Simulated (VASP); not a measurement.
Runs of VASP 6.6.1 on Te. The structure is that of space group Fm-3m (No. 225), or close to it. The cells are those of the table. 

| task | cell | k mesh | cutoff (eV) | gap on the mesh (eV) | pressure (GPa) |
| --- | --- | --- | --- | --- | --- |
| single point | a = 3.404 Å, angles 60.0°, 1 atom | 13 × 13 × 13 | 520 | none | 2.0 |
| single point | a = 3.541 Å, angles 60.0°, 1 atom | 13 × 13 × 13 | 520 | none | -3.1 |
| single point | a = 3.357 Å, angles 60.0°, 1 atom | 13 × 13 × 13 | 520 | none | 4.6 |
| relaxation of cell and atoms | relaxed from a = 3.442 Å, angles 60.0°, 1 atom | 11 × 11 × 11 | 600 | none | 0.0 |
| single point | a = 3.307 Å, angles 60.0°, 1 atom | 13 × 13 × 13 | 520 | none | 8.1 |
| single point | a = 3.497 Å, angles 60.0°, 1 atom | 13 × 13 × 13 | 520 | none | -1.8 |
| single point | a = 3.584 Å, angles 60.0°, 1 atom | 13 × 13 × 13 | 520 | none | (b) |
| single point | a = 3.451 Å, angles 60.0°, 1 atom | 11 × 11 × 11 | 520 | none | (a) |

Alike in all rows: level RPBE; potentials or basis VASP PAW PBE potentials, release 64 (Te); no spin polarisation; smearing fermi-dirac 0.1 eV.

Q: Fill in the values left out.

A: (a) -0.2; (b) -4.1.

Caveats: the PAW data sets were made with another functional, which shifts forces and pressure a little; spin-orbit coupling is left out, which moves the levels of the heavy elements.

A k mesh can miss the band edges, and the runs leave out spin-orbit coupling on Te.

A gap of «none» marks levels without a gap at the run's occupations.
